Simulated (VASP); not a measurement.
**Sn: relaxation of cell and atoms with PBE**

Crystal: Sn.

```
CELL_PARAMETERS angstrom
0.00000 3.23334 3.23334
3.23334 0.00000 3.23334
3.23334 3.23334 0.00000
ATOMIC_POSITIONS crystal
Sn 0.75000 0.75000 0.75000
Sn 0.50000 0.50000 0.50000
```

```
Program                : VASP 6.6.1
Task                   : relaxation of cell and atoms
Functional             : PBE
Potentials or basis    : VASP PAW PBE potentials, release 64 (Sn_d)
Cutoff                 : 600 eV
k mesh                 : 7 × 7 × 7
Occupations            : fermi-dirac, width 0.05 eV
Spin                   : no spin polarisation
Dipole correction      : no
Further INCAR settings : ALGO = Normal; EDIFF = 1e-06; IBRION = 2; EDIFFG = -0.01; NSW = 60; ISIF = 3
```

* Relaxed volume: 36.83 Å³/atom
* Relaxed cell: a = 4.705 Å, b = 4.705 Å, c = 4.705 Å, α = 60.00°, β = 60.00°, γ = 60.00°
* Space group after relaxing (to 0.05 Å): Fd-3m (No. 227)
* Energy gained by relaxing: 33.0 meV/atom
* Ionic steps: 3
* Pressure after relaxing: 0.0 GPa
* Band gap on the k mesh: zero (band 14 reaches 4.97 eV, above the bottom of band 15 at 4.77 eV)

Step by step:
| step | energy change (eV) | largest force (eV/Å) | pressure (GPa) | volume (Å³) |
| --- | --- | --- | --- | --- |
| 1 | 0.0000 | 0.0000 | 3.80 | 67.61 |
| 2 | -0.0600 | 0.0000 | -0.91 | 75.76 |
| 3 | -0.0660 | 0.0000 | -0.01 | 73.66 |

Final structure:
```
Sn
1.0
     0.00000    3.32711    3.32711
     3.32711    0.00000    3.32711
     3.32711    3.32711    0.00000
Sn
2
Direct
  0.75000 0.75000 0.75000
  0.50000 0.50000 0.50000
```

Levels at points of the mesh, in eV from the Fermi level:
```csv
k point,band 10,band 11,band 12,band 13,band 14,band 15,band 16,band 17,band 18
"(0.00, 0.00, 0.00)",-21.13,-10.00,-1.03,0.21,0.21,0.21,2.27,2.27,2.27
```

It took 62 s on 1 thread of Intel Xeon 6975P-C, with other jobs on the host, peak memory 0.25 GiB.

Caveat: spin-orbit coupling is left out, which moves the levels of the heavy elements. PBE usually gives volumes a little too large and moduli too small.
